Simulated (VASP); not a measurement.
PbSe: single point with PBE

The system is PbSe.

```
Pb Se
1.0
     0.00000    3.16965    3.16965
     3.16965    0.00000    3.16965
     3.16965    3.16965    0.00000
Pb Se
1 1
Direct
  0.00000 0.00000 0.00000
  0.50000 0.50000 0.50000
```

This cell differs from its parent crystal: volume changed by +6%.

```
Program                : VASP 6.6.1
Task                   : single point
Functional             : PBE
Potentials or basis    : VASP PAW PBE potentials, release 64 (Pb_d, Se)
Cutoff                 : 520 eV
k mesh                 : 6 × 6 × 6
Occupations            : gaussian, width 0.01 eV
Spin                   : no spin polarisation
Dipole correction      : no
Further INCAR settings : ALGO = Normal; EDIFF = 1e-07; NBANDS = 17
```

```yaml
Pressure: -2.4 GPa
Band_gap_on_the_k_mesh: 0.59 eV, direct
```

Levels at points of the mesh, in eV from the valence-band top:
```tsv
k point	band 7	band 8	band 9	band 10	band 11	band 12	band 13	band 14
(0.00, 0.00, 0.00)	-6.40	-1.36	-1.36	-1.36	4.53	4.53	4.53	6.79
(0.50, 0.00, 0.00)	-8.21	-1.02	-1.02	0.00	0.59	1.96	1.96	8.48
(0.50, 0.50, 0.00)	-7.17	-4.09	-2.55	-2.55	4.18	5.28	5.28	5.66
```

Run time: 12 s on 1 thread of AMD EPYC 9R45 96-Core Processor (Zen 5), on a shared host, peak memory 0.17 GiB.

Caveat: spin-orbit coupling is left out, which moves the levels of the heavy elements. A k mesh can miss the band edges.
